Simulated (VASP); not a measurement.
# CaO (Fm-3m) in VASP: single point with PBE

Aim: the single point of CaO with PBE.

Everything below comes from runs of VASP 6.6.1. Logs are shortened: lines on timing, memory, paths and dates and some standing lists are left out, and cuts for length are marked.

## (1) The cell of the first run

Symmetry: Fm-3m, No. 225, cubic system. Conventional cell: a = 4.831 Å, b = 4.831 Å, c = 4.831 Å, α = 90.00°, β = 90.00°, γ = 90.00°. Within 3.2 Å of Ca (site symmetry m-3m) lie 6 O at 2.42 Å. O (site symmetry m-3m) has 6 Ca at 2.42 Å within 3.2 Å.

## (2) Single point, PBE

File INCAR:

```
SYSTEM = CaO
ALGO = Normal
EDIFF = 1E-6
ENCUT = 600
GGA = PE
GGA_COMPAT = .FALSE.
ISIF = 2
ISMEAR = 0
LASPH = .TRUE.
LCHARG = .FALSE.
LREAL = .FALSE.
LWAVE = .FALSE.
NBANDS = 15
NELM = 120
PREC = Accurate
SIGMA = 0.02
```

File KPOINTS:

```
k-points
0
G
  8 8 8
  0 0 0
```

File POSCAR:

```
CaO
1.0
    0.0000000000      2.4153651128      2.4153651128
    2.4153651128      0.0000000000      2.4153651128
    2.4153651128      2.4153651128      0.0000000000
Ca O
1 1
Direct
    0.0000000000      0.0000000000      0.0000000000
    0.5000000000      0.5000000000      0.5000000000
```

Potentials or basis: VASP PAW PBE potentials, release 64 (Ca_sv, O).

Run with:

```console
$ cat potpaw_PBE.64/Ca_sv/POTCAR potpaw_PBE.64/O/POTCAR > POTCAR
$ mpirun -np 1 vasp_std > vasp.out
```

OUTCAR:

```text
SYSTEM = CaO
   EDIFF = 1E-6
   ENCUT = 600
   GGA = PE
   ISIF = 2
   ISMEAR = 0
   LASPH = .TRUE.
   LREAL = .FALSE.
   NELM = 120
   PREC = Accurate

 ion  position               nearest neighbor table
   1  0.000  0.000  0.000-   2 2.42   2 2.42   2 2.42   2 2.42   2 2.42   2 2.42
   2  0.500  0.500  0.500-   1 2.42   1 2.42   1 2.42   1 2.42   1 2.42   1 2.42

  LATTYP: Found a face centered cubic cell.
 ALAT       =     4.8307302256

  Lattice vectors:

 A1 = (   0.0000000000,   2.4153651128,   2.4153651128)
 A2 = (   2.4153651128,   0.0000000000,   2.4153651128)
 A3 = (   2.4153651128,   2.4153651128,   0.0000000000)

Analysis of symmetry for initial positions (statically):
=====================================================================
 Subroutine PRICEL returns:
 Original cell was already a primitive cell.

 Routine SETGRP: Setting up the symmetry group for a
 face centered cubic supercell.

 Subroutine GETGRP returns: Found 48 space group operations
 (whereof 48 operations were pure point group operations)
 out of a pool of 48 trial point group operations.

The static configuration has the point symmetry O_h .

Analysis of symmetry for dynamics (positions and initial velocities):
=====================================================================
 Subroutine PRICEL returns:
 Original cell was already a primitive cell.

 Routine SETGRP: Setting up the symmetry group for a
 face centered cubic supercell.

 Subroutine GETGRP returns: Found 48 space group operations
 (whereof 48 operations were pure point group operations)
 out of a pool of 48 trial point group operations.

The dynamic configuration has the point symmetry O_h .

 Subroutine INISYM returns: Found 48 space group operations
 (whereof 48 operations are pure point group operations),
 and found     1 'primitive' translations

----------------------------------------------------------------------------------------

                                     Primitive cell

  volume of cell :      28.1824

  direct lattice vectors                    reciprocal lattice vectors
     0.000000000  2.415365113  2.415365113    -0.207008041  0.207008041  0.207008041
     2.415365113  0.000000000  2.415365113     0.207008041 -0.207008041  0.207008041
     2.415365113  2.415365113  0.000000000     0.207008041  0.207008041 -0.207008041

  length of vectors
     3.415842101  3.415842101  3.415842101     0.358548444  0.358548444  0.358548444

  position of ions in fractional coordinates (direct lattice)
     0.000000000  0.000000000  0.000000000
     0.500000000  0.500000000  0.500000000

  ion indices of the primitive-cell ions
   primitive index   ion index
                 1           1
                 2           2

----------------------------------------------------------------------------------------

 KPOINTS: k-points

Automatic generation of k-mesh.
 Grid dimensions read from file:
 generate k-points for:    8    8    8

 Generating k-lattice:

  Cartesian coordinates                     Fractional coordinates (reciprocal lattice)
    -0.025876005  0.025876005  0.025876005     0.125000000  0.000000000  0.000000000
     0.025876005 -0.025876005  0.025876005     0.000000000  0.125000000  0.000000000
     0.025876005  0.025876005 -0.025876005     0.000000000  0.000000000  0.125000000

  Length of vectors
     0.044818556  0.044818556  0.044818556

  Shift w.r.t. Gamma in fractional coordinates (k-lattice)
     0.000000000  0.000000000  0.000000000

 Subroutine IBZKPT returns following result:
 ===========================================

 Found     29 irreducible k-points:

 Following reciprocal coordinates:
            Coordinates               Weight
  0.000000  0.000000  0.000000      1.000000
  0.125000  0.000000  0.000000      8.000000
  0.250000  0.000000  0.000000      8.000000
  0.375000  0.000000  0.000000      8.000000
  0.500000  0.000000  0.000000      4.000000
  0.125000  0.125000  0.000000      6.000000
[... 16 lines left out ...]
  0.500000  0.250000  0.125000     48.000000
 -0.375000  0.250000  0.125000     24.000000
 [... further k-points ...]
   k-points           NKPTS =     29   k-points in BZ     NKDIM =     29   number of bands    NBANDS=     15
   number of dos      NEDOS =    301   number of ions     NIONS =      2
   total plane-waves  NPLWV =  21952
   dimension x,y,z NGX =    28 NGY =   28 NGZ =   28
   dimension x,y,z NGXF=    56 NGYF=   56 NGZF=   56
   ions per type =               1   1
   NGX,Y,Z   is equivalent  to a cutoff of  13.63, 13.63, 13.63 a.u.
   NGXF,Y,Z  is equivalent  to a cutoff of  27.25, 27.25, 27.25 a.u.
 SYSTEM =  CaO
   PREC   = accura    normal or accurate (medium, high low for compatibility)
   ISTART =      0    job   : 0-new  1-cont  2-samecut
   ICHARG =      2    charge: 1-file 2-atom 10-const
   ISPIN  =      1    spin polarized calculation?
   LNONCOLLINEAR =      F non collinear calculations
   LSORBIT =      F    spin-orbit coupling
   LASPH  =      T    aspherical Exc in radial PAW
   ENCUT  =  600.0 eV  44.10 Ry    6.64 a.u.   6.82  6.82  6.82*2*pi/ulx,y,z
   NELM   =    120;   NELMIN=  2; NELMDL= -5     # of ELM steps
   EDIFF  = 0.1E-05   stopping-criterion for ELM
   LREAL  =      F    real-space projection
   EDIFFG = 0.1E-04   stopping-criterion for IOM
   NSW    =      0    number of steps for IOM
   IBRION =     -1    ionic relax: 0-MD 1-quasi-New 2-CG
   NFREE  =      0    steps in history (QN), initial steepest desc. (CG)
   ISIF   =      2    stress and relaxation
   ISYM   =      2    0-nonsym 1-usesym 2-fastsym
   POTIM  = 0.5000    time-step for ionic-motion
   TEBEG  =    0.0;   TEEND  =   0.0 temperature during run
   PSTRESS=    0.0 pullay stress
   NELECT =      16.0000    total number of electrons
   NUPDOWN=      -1.0000    fix difference up-down
   EMIN   =  10.00;   EMAX   =-10.00  energy-range for DOS
   EFERMI =   0.00;   METHOD = LEGACY
   ISMEAR =     0;   SIGMA  =   0.02  broadening in eV -4-tet -1-fermi 0-gaus
   EFERMI_NEDOS =   21; number of points for ismear=-14 and -15
   IALGO  =     38    algorithm
   IMIX   =      4    mixing-type and parameters
     AMIX     =   0.40;   BMIX     =  1.00
     AMIX_MAG =   1.60;   BMIX_MAG =  1.00
  volume/ion in A,a.u.               =      14.09        95.09
  Fermi-wavevector in a.u.,A,eV,Ry     =   1.355570  2.561656 25.001668  1.837571
  Thomas-Fermi vector in A             =   2.482647
   LORBIT       =      0    0 simple, 1 ext, 2 COOP (PROOUT), +10 PAW based schemes
   GGA     = PE    functional components
   LHFCALC =     F    Hartree Fock is set to
   AEXX    =    0.0000 exact exchange contribution
   IVDW    =     0    specifies the selected vdW correction
   LEPSILON=     F    determine dielectric tensor
   LRPA    =     F    only Hartree local field effects (RPA)
 non-spin polarized calculation
 Gauss-broadening in eV      SIGMA  =   0.02
  energy-cutoff  :      600.00
  volume of cell :       28.18
 maximum number of plane-waves:       960
   NGX = 13   NGY = 13   NGZ = 13

 number of electron      15.9999999 magnetization

 Free energy of the ion-electron system (eV)
  ---------------------------------------------------
  ext. energy  EPLUGINS =         0.00000000
  ---------------------------------------------------
  free energy    TOTEN  =       -12.80757781 eV

  energy without entropy =      -12.80757781  energy(sigma->0) =      -12.80757781

 E-fermi :   2.3440     XC(G=0): -10.4017

 val. band max:        2.2636990402   @ k =   0.0000   0.0000   0.0000
 cond. band min:       5.9037277380   @ k =   0.5000   0.5000   0.0000
 fundamental gap:      3.6400286979
 Fermi energy:         2.3440201616

 k-point     1 :       0.0000    0.0000    0.0000
  band No.  band energies     occupation
      1     -35.4354      2.00000
      2     -16.2102      2.00000
      3     -16.2102      2.00000
      4     -16.2102      2.00000
      5     -13.2396      2.00000
      6       2.2637      2.00000
      7       2.2637      2.00000
      8       2.2637      2.00000
      9       6.8555      0.00000
     10       8.4519      0.00000
     11       8.4519      0.00000
     12       8.4519      0.00000
     13       9.9294      0.00000
     14       9.9294      0.00000
     15      17.2421      0.00000

 k-point     2 :       0.1250    0.0000    0.0000
  band No.  band energies     occupation
      1     -35.4214      2.00000
      2     -16.4057      2.00000
      3     -16.2179      2.00000
      4     -16.2179      2.00000
      5     -13.0328      2.00000
      6       1.7339      2.00000
      7       2.0588      2.00000
      8       2.0588      2.00000
      9       7.5364      0.00000
     10       8.4115      0.00000
     11       8.7111      0.00000
     12       8.7111      0.00000
     13      10.2876      0.00000
     14      10.2876      0.00000
     15      17.8007      0.00000

 k-point     3 :       0.2500    0.0000    0.0000
  band No.  band energies     occupation
      1     -35.3876      2.00000
      2     -16.8023      2.00000
      3     -16.2363      2.00000
      4     -16.2363      2.00000
      5     -12.6072      2.00000
      6       0.7470      2.00000
      7       1.6193      2.00000
      8       1.6193      2.00000
      9       8.4711      0.00000
     10       8.9903      0.00000
     11       9.3903      0.00000
     12       9.3903      0.00000
     13      11.1504      0.00000
     14      11.1504      0.00000
     15      18.0453      0.00000
[... 343 lines left out ...]
 k-point    23 :       0.5000    0.2500    0.1250
  band No.  band energies     occupation
      1     -35.3358      2.00000
      2     -16.9851      2.00000
      3     -16.4226      2.00000
      4     -16.3056      2.00000
      5     -12.4217      2.00000
      6       0.2884      2.00000
      7       1.2158      2.00000
      8       1.4316      2.00000
      9       8.1037      0.00000
     10       9.6672      0.00000
     11      10.6460      0.00000
     12      10.7283      0.00000
     13      12.0648      0.00000
     14      13.2269      0.00000
     15      16.8543      0.00000

 k-point    24 :      -0.3750    0.2500    0.1250
  band No.  band energies     occupation
      1     -35.3245      2.00000
      2     -17.0442      2.00000
      3     -16.4371      2.00000
      4     -16.3295      2.00000
      5     -12.3677      2.00000
      6       0.2366      2.00000
      7       1.1504      2.00000
      8       1.2288      2.00000
      9       8.9527      0.00000
     10       9.0319      0.00000
     11      10.9312      0.00000
     12      11.0876      0.00000
     13      12.3504      0.00000
     14      14.0351      0.00000
     15      15.8967      0.00000

 [... further k-points ...]

------------------------ aborting loop because EDIFF is reached ----------------------------------------

  FORCE on cell =-STRESS in cart. coord.  units (eV):
  Direction    XX          YY          ZZ          XY          YZ          ZX
  --------------------------------------------------------------------------------------
  -------------------------------------------------------------------------------------
  Total        0.0768086      0.0768086      0.0768086     -0.0000000      0.0000000      0.0000000
  in kB        4.3665863      4.3665863      4.3665863     -0.0000000      0.0000000      0.0000000
  external PRESSURE =       4.3665863 kB  Pullay stress =       0.0000000 kB

 VOLUME and BASIS-vectors are now :
 -----------------------------------------------------------------------------
  energy-cutoff  :      600.00
  volume of cell :       28.18
      direct lattice vectors                 reciprocal lattice vectors
     0.000000000  2.415365113  2.415365113    -0.207008041  0.207008041  0.207008041
     2.415365113  0.000000000  2.415365113     0.207008041 -0.207008041  0.207008041
     2.415365113  2.415365113  0.000000000     0.207008041  0.207008041 -0.207008041

 POSITION                                       TOTAL-FORCE (eV/Angst)
 -----------------------------------------------------------------------------------
      0.00000      0.00000      0.00000         0.000000     -0.000000     -0.000000
      2.41537      2.41537      2.41537        -0.000000      0.000000      0.000000
 -----------------------------------------------------------------------------------
    total drift:                                0.000000      0.000000      0.000000

  FREE ENERGIE OF THE ION-ELECTRON SYSTEM (eV)
  ---------------------------------------------------
  free  energy   TOTEN  =       -12.8075778082 eV

  energy  without entropy=      -12.8075778082  energy(sigma->0) =      -12.80757781
```

It took 22 s on 1 thread of AMD EPYC 7R43 (Zen 3), shared host; peak memory 0.13 GiB.

What came out:

| Property | Result |
| --- | --- |
| Free energy | -12.8076 eV |
| Pressure | 0.4 GPa |
| Band gap on the k mesh | 3.64 eV (least direct gap 4.02 eV) |

A k mesh can miss the band edges.
